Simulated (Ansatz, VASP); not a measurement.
Two plane-wave programs on K

File INCAR:

```
PREC = Accurate
ENCUT = 600
EDIFF = 1E-6
ISMEAR = 0
SIGMA = 0.1
LREAL = F
LASPH = T
NELM = 100
ALGO = Normal
ISIF = 3
LWAVE = F
LCHARG = F
GGA = PS
IBRION = 2
NSW = 80
EDIFFG = -0.05
```

Contents of KPOINTS:

```
Automatic mesh
0
Gamma
  8 8 8
```

POSCAR

```
K
1.0
   -2.0394069903      2.0394069903      2.0394069903
    2.0394069903     -2.0394069903      2.0394069903
    2.0394069903      2.0394069903     -2.0394069903
K
1
Direct
    0.0000000000      0.0000000000      0.0000000000
```

Input for Ansatz:

```yaml
crystal:
  lattice:
    - [-2.0394069903, 2.0394069903, 2.0394069903]
    - [2.0394069903, -2.0394069903, 2.0394069903]
    - [2.0394069903, 2.0394069903, -2.0394069903]
  atoms:
    - { symbol: K, position: [0.0, 0.0, 0.0] }
basis:
  ecutwfc: 420
kpoints:
  mp_grid: { grid: [8, 8, 8] }
hamiltonian:
  xc: pbesol
scf:
  occupations: { method: gaussian, width: 0.1 }
output:
  forces: true
  stress: true
  eigenvalues: true
relax:
  adjacent_minimum: "off"
  f_tol: 0.05
  max_steps: 60
  cell: { stress_tol: 0.5 }
```

Alike in both runs: task relaxation of cell and atoms; functional PBEsol; k mesh 8 × 8 × 8; occupations gaussian, width 0.1 eV; no spin polarisation.

```csv
,VASP,Ansatz
version,VASP 6.6.1,Ansatz 0.2.0
potentials or method,"VASP PAW PBE potentials, release 64 (K_sv), cutoff 600 eV","scalar-relativistic, plane waves, PAW"
valence electrons in the cell,9,9
```

|  | VASP | Ansatz | Ansatz less VASP |
| --- | --- | --- | --- |
| gap on the k mesh at the Fermi level, each at its own relaxed structure (eV) | none | none | - |
| relaxed volume (Å³/atom) | 71.12 | 70.12 | -0.997 |
| relaxed cell length with the largest relative difference (Å) | 4.521 | 4.499 | -0.0212 |

VASP's potentials were made for PBE, not for PBEsol. A gap of «none» marks a metal or a gap that the smearing closes.

Noted on VASP's run: the volume moved by over 15 % at a fixed basis, so the end points are rough.
